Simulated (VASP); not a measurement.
A run of VASP 6.6.1 is set up as follows.

File INCAR:

```
SYSTEM = Mo
PREC = Accurate
ENCUT = 520
EDIFF = 1E-6
ISMEAR = 0
SIGMA = 0.15
LREAL = .False.
LASPH = .True.
NELM = 60
ALGO = Fast
ISIF = 2
LWAVE = .False.
LCHARG = .False.
GGA = PS
NBANDS = 13
```

The input KPOINTS:

```
Automatic mesh
0
Gamma
  18 18 18
  0 0 0
```

File POSCAR:

```
Mo
1.0
    2.6534450853      0.0000000000      0.0000000000
   -1.3267225426      2.2979508514      0.0000000000
    0.0000000000      0.0000000000      2.5168529895
Mo
1
Direct
    0.0000000000      0.0000000000      0.5000000000
```

Potentials or basis: VASP PAW PBE potentials, release 64 (Mo_sv).

Launch:

```console
$ cat potpaw_PBE.64/Mo_sv/POTCAR > POTCAR
$ mpirun -np 1 vasp_std > vasp.out
```

(1) What does it give for the pressure?

(2) Predict the band gap on the k mesh.

## Answers

(1) 16.1 GPa.

(2) zero (band 7 reaches 13.61 eV, above the bottom of band 8 at 11.60 eV).

Caveat: the cell differs from its parent crystal (strain -0.030 along x and y, -0.015 along z); the PAW data sets were made with another functional, which shifts forces and pressure a little.
